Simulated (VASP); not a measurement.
# Ir (C2/c) in VASP: single point with revPBE

Aim: the single point of Ir with revPBE.

All numbers are computed with VASP 6.6.1; they aren't measurements. Logs are shortened: lines on timing, memory, paths and dates and some standing lists are left out, and cuts for length are marked.

### 1 The cell of the first run

The typed cell holds 2 atoms: a = 3.551 Å, b = 3.551 Å, c = 4.503 Å, α = 103.08°, β = 103.08°, γ = 135.48°.

### 2 Single point, revPBE

Input file INCAR:

```
ALGO     = Normal         # electronic algorithm
EDIFF    = 1E-6           # SCF threshold, eV
ENCUT    = 520            # plane-wave cutoff, eV
GGA      = RE             # functional
ISIF     = 2              # what is computed and relaxed
ISMEAR   = -1             # smearing method
ISYM     = 0            
LASPH    = T              # aspherical terms in the spheres
LCHARG   = F              # write CHGCAR
LREAL    = F              # projectors in reciprocal space
LWAVE    = F              # write WAVECAR
NBANDS   = 16             # bands
NELM     = 60             # most SCF steps
PREC     = Accurate       # precision mode
SIGMA    = 0.1            # smearing width, eV
```

Input file KPOINTS:

```
k-points
0
Gamma
  14 14 9
```

Input file POSCAR:

```
Ir
1.0
   -2.5007804402      2.1463675007      1.3213340184
    2.1463675007     -2.5007804402      1.3213340184
    2.8628683852      2.8628683852     -1.9704419663
Ir
2
Direct
    0.9772476323      0.0227523677      1.0000000000
    0.7727523677      0.2272476323      0.5000000000
```

Potentials or basis: VASP PAW PBE potentials, release 64 (Ir).

The run is started by

```
$ cat potpaw_PBE.64/Ir/POTCAR > POTCAR
$ mpirun -np 1 vasp_std > vasp.out
```

OUTCAR:

```text
EDIFF = 1E-6
   ENCUT = 520
   GGA = RE
   ISIF = 2
   ISMEAR = -1
   ISYM = 0
   LASPH = T
   LREAL = F
   NELM = 60
   PREC = Accurate

 ion  position               nearest neighbor table
   1  0.977  0.023  0.000-   2 2.62   2 2.62   2 2.62   2 2.62   2 2.65   2 2.65
   2  0.773  0.227  0.500-   1 2.62   1 2.62   1 2.62   1 2.62   1 2.65   1 2.65

IMPORTANT INFORMATION: All symmetrisations will be switched off!
NOSYMM: (Re-)initialisation of all symmetry stuff for point group C_1.

----------------------------------------------------------------------------------------

                                     Primitive cell

  volume of cell :      31.9132

  direct lattice vectors                    reciprocal lattice vectors
    -2.500780440  2.146367501  1.321334018     0.035873500  0.251059247  0.416886519
     2.146367501 -2.500780440  1.321334018     0.251059247  0.035873500  0.416886519
     2.862868385  2.862868385 -1.970441966     0.192410640  0.192410640  0.051609071

  length of vectors
     3.550594295  3.550594295  4.502740535     0.487967236  0.487967236  0.276960656

  position of ions in fractional coordinates (direct lattice)
     0.977247632  0.022752368  0.000000000
     0.772752368  0.227247632  0.500000000

  ion indices of the primitive-cell ions
   primitive index   ion index
                 1           1
                 2           2

----------------------------------------------------------------------------------------

 KPOINTS: k-points

Automatic generation of k-mesh.
 Grid dimensions read from file:
 generate k-points for:   14   14    9

 Generating k-lattice:

  Cartesian coordinates                     Fractional coordinates (reciprocal lattice)
     0.002562393  0.017932803  0.029777608     0.071428571  0.000000000  0.000000000
     0.017932803  0.002562393  0.029777608     0.000000000  0.071428571  0.000000000
     0.021378960  0.021378960  0.005734341     0.000000000  0.000000000  0.111111111

  Length of vectors
     0.034854803  0.034854803  0.030773406

  Shift w.r.t. Gamma in fractional coordinates (k-lattice)
     0.000000000  0.000000000  0.000000000

 Subroutine IBZKPT returns following result:
 ===========================================

 Found    884 irreducible k-points:

 Following reciprocal coordinates:
            Coordinates               Weight
  0.000000  0.000000  0.000000      1.000000
  0.071429  0.000000  0.000000      2.000000
[... 33 lines left out ...]
   ISTART =      0    job   : 0-new  1-cont  2-samecut
   ICHARG =      2    charge: 1-file 2-atom 10-const
   ISPIN  =      1    spin polarized calculation?
   LNONCOLLINEAR =      F non collinear calculations
   LSORBIT =      F    spin-orbit coupling
   LASPH  =      T    aspherical Exc in radial PAW
   ENCUT  =  520.0 eV  38.22 Ry    6.18 a.u.   6.60  6.60  8.37*2*pi/ulx,y,z
   NELM   =     60;   NELMIN=  2; NELMDL= -5     # of ELM steps
   EDIFF  = 0.1E-05   stopping-criterion for ELM
   LREAL  =      F    real-space projection
   EDIFFG = 0.1E-04   stopping-criterion for IOM
   NSW    =      0    number of steps for IOM
   IBRION =     -1    ionic relax: 0-MD 1-quasi-New 2-CG
   NFREE  =      0    steps in history (QN), initial steepest desc. (CG)
   ISIF   =      2    stress and relaxation
   ISYM   =      0    0-nonsym 1-usesym 2-fastsym
   POTIM  = 0.5000    time-step for ionic-motion
   TEBEG  =    0.0;   TEEND  =   0.0 temperature during run
   PSTRESS=    0.0 pullay stress
   NELECT =      18.0000    total number of electrons
   NUPDOWN=      -1.0000    fix difference up-down
   EMIN   =  10.00;   EMAX   =-10.00  energy-range for DOS
   EFERMI =   0.00;   METHOD = LEGACY
   ISMEAR =    -1;   SIGMA  =   0.10  broadening in eV -4-tet -1-fermi 0-gaus
   EFERMI_NEDOS =   21; number of points for ismear=-14 and -15
   IALGO  =     38    algorithm
   IMIX   =      4    mixing-type and parameters
     AMIX     =   0.40;   BMIX     =  1.00
     AMIX_MAG =   1.60;   BMIX_MAG =  1.00
  volume/ion in A,a.u.               =      15.96       107.68
  Fermi-wavevector in a.u.,A,eV,Ry     =   1.352620  2.556080 24.892942  1.829580
  Thomas-Fermi vector in A             =   2.479943
   LORBIT       =      0    0 simple, 1 ext, 2 COOP (PROOUT), +10 PAW based schemes
   GGA     = RE    functional components
   LHFCALC =     F    Hartree Fock is set to
   AEXX    =    0.0000 exact exchange contribution
   IVDW    =     0    specifies the selected vdW correction
   LEPSILON=     F    determine dielectric tensor
   LRPA    =     F    only Hartree local field effects (RPA)
 non-spin polarized calculation
  energy-cutoff  :      520.00
  volume of cell :       31.91
 maximum number of plane-waves:       877
   NGX = 13   NGY = 13   NGZ = 17

 number of electron      18.0000001 magnetization

 Free energy of the ion-electron system (eV)
  ---------------------------------------------------
  ext. energy  EPLUGINS =         0.00000000
  ---------------------------------------------------
  free energy    TOTEN  =       -15.82792606 eV

  energy without entropy =      -15.75883789  energy(sigma->0) =      -15.79338197

 E-fermi :   8.2601     XC(G=0): -13.1425

 val. band max:        8.2578905448   @ k =   0.5000   0.0714  -0.4444
 cond. band min:       8.2604463507   @ k =  -0.3571   0.2143  -0.1111
 fundamental gap:      0.0025558059
 Fermi energy:         8.2601303013

 k-point     1 :       0.0000    0.0000    0.0000
  band No.  band energies     occupation
      1      -1.3264      2.00000
      2       1.7745      2.00000
      3       2.8201      2.00000
      4       3.3658      2.00000
      5       4.5290      2.00000
      6       6.5293      2.00000
[... 433 lines left out ...]
      3       3.7930      2.00000
      4       4.2978      2.00000
      5       5.2614      2.00000
      6       6.0789      2.00000
[... 8 lines left out ...]
     15      20.0679      0.00000
     16      21.6101      0.00000

 [... further k-points ...]
[... 5 lines left out ...]
  --------------------------------------------------------------------------------------
  -------------------------------------------------------------------------------------
  Total        0.0366765      0.0366768      0.0643288      0.0075335     -0.0007420     -0.0007420
  in kB        1.8413177      1.8413298      3.2295781      0.3782145     -0.0372525     -0.0372503
  external PRESSURE =       2.3040752 kB  Pullay stress =       0.0000000 kB

 VOLUME and BASIS-vectors are now :
 -----------------------------------------------------------------------------
  energy-cutoff  :      520.00
  volume of cell :       31.91
      direct lattice vectors                 reciprocal lattice vectors
    -2.500780440  2.146367501  1.321334018     0.035873500  0.251059247  0.416886519
     2.146367501 -2.500780440  1.321334018     0.251059247  0.035873500  0.416886519
     2.862868385  2.862868385 -1.970441966     0.192410640  0.192410640  0.051609071

 POSITION                                       TOTAL-FORCE (eV/Angst)
 -----------------------------------------------------------------------------------
     -2.39505      2.04063      1.32133        -0.017598      0.017597     -0.000000
     -0.01329      2.52175      0.33611         0.017598     -0.017597      0.000000
 -----------------------------------------------------------------------------------
    total drift:                                0.000022     -0.000022     -0.000000

  FREE ENERGIE OF THE ION-ELECTRON SYSTEM (eV)
  ---------------------------------------------------
  free  energy   TOTEN  =       -15.8279260623 eV

  energy  without entropy=      -15.7588378865  energy(sigma->0) =      -15.79338197
```

OSZICAR:

```text
N       E                     dE             d eps       ncg     rms          rms(c)
DAV:   1     0.144266311979E+03    0.14427E+03   -0.81877E+03 28304   0.110E+03
DAV:   2    -0.128179036260E+02   -0.15708E+03   -0.14124E+03 28312   0.302E+02
DAV:   3    -0.167137795614E+02   -0.38959E+01   -0.38398E+01 39016   0.568E+01
DAV:   4    -0.167572887869E+02   -0.43509E-01   -0.43502E-01 31016   0.517E+00
DAV:   5    -0.167585213705E+02   -0.12326E-02   -0.12326E-02 39624   0.922E-01    0.166E+01
DAV:   6    -0.159599017285E+02    0.79862E+00   -0.11758E+00 36144   0.134E+01    0.679E+00
DAV:   7    -0.158376868203E+02    0.12221E+00   -0.29617E-01 38328   0.616E+00    0.200E+00
DAV:   8    -0.158280384568E+02    0.96484E-02   -0.10111E-02 32728   0.104E+00    0.134E-01
DAV:   9    -0.158279132787E+02    0.12518E-03   -0.57415E-04 38808   0.275E-01    0.631E-02
DAV:  10    -0.158279235929E+02   -0.10314E-04   -0.38837E-05 37232   0.651E-02    0.144E-02
DAV:  11    -0.158279249293E+02   -0.13364E-05   -0.64381E-06 36560   0.461E-02    0.915E-03
DAV:  12    -0.158279262842E+02   -0.13549E-05   -0.77939E-07 17936   0.123E-02    0.286E-03
DAV:  13    -0.158279260623E+02    0.22190E-06   -0.19995E-07 15744   0.487E-03
   1 F= -.15827926E+02 E0= -.15793382E+02  d E =-.690882E-01
```

stdout:

```text
POSCAR found type information on POSCAR Ir
 POSCAR found :  1 types and       2 ions
 scaLAPACK will be used
 -----------------------------------------------------------------------------
|                                                                             |
|                                                                             |
|     You enforced a specific xc type in the INCAR file but a different       |
|     I HOPE YOU KNOW WHAT YOU ARE DOING!                                     |
|                                                                             |
 -----------------------------------------------------------------------------

 LDA part: xc-table for (Slater+PW92), standard interpolation
 POSCAR, INCAR and KPOINTS ok, starting setup
 FFT: planning ... GRIDC
 FFT: planning ... GRID_SOFT
 FFT: planning ... GRID
 WAVECAR not read
 entering main loop
```

It took 15 min on 1 thread of AMD EPYC 7R13, shared host; peak memory 0.46 GiB.

What came out:

| Item | Value |
| --- | --- |
| Free energy | -15.8279 eV |
| Pressure | 0.2 GPa |
| Largest force | 0.025 eV/Å |
| Band gap on the k mesh | zero (band 9 reaches 9.88 eV, above the bottom of band 10 at 7.21 eV) |

Forces in eV/Å, atoms in the order of the input:
```
Ir  -0.018  0.018  0.000
Ir   0.018 -0.018  0.000
```

Caveat: the PAW data sets were made with another functional, which shifts forces and pressure a little; spin-orbit coupling is left out, which moves the levels of the heavy elements.
